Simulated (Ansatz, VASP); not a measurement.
# One calculation of Os, two programs

```
Os
1.0
     2.71987    0.00000    0.00000
    -1.35994    2.35548    0.00000
     0.00000    0.00000    4.29722
Os
2
Direct
  0.33333 0.66667 0.25000
  0.66666 0.33333 0.75000
```

Alike in both runs: task single point; functional PBE; k mesh 14 × 14 × 8; occupations fermi-dirac, width 0.0153 eV; no spin polarisation.

```csv
,VASP,Ansatz
version,VASP 6.6.1,Ansatz 0.2.0
potentials or method,"VASP PAW PBE potentials, release 64 (Os), cutoff 520 eV",PAW plane waves
valence electrons in the cell,16,32
```

```csv
,VASP,Ansatz,Ansatz less VASP
pressure (GPa),16.0,15.8,-0.17
"traceless stress, the component that is largest in VASP (GPa)",-0.27,-0.17,+0.100
```

VASP's potentials hold 16 valence electrons a cell and Ansatz's 32, so a difference there can come from the potentials and not from the codes. Ansatz's warnings: structure snapped to symmetry.

Spin-orbit coupling is off throughout.
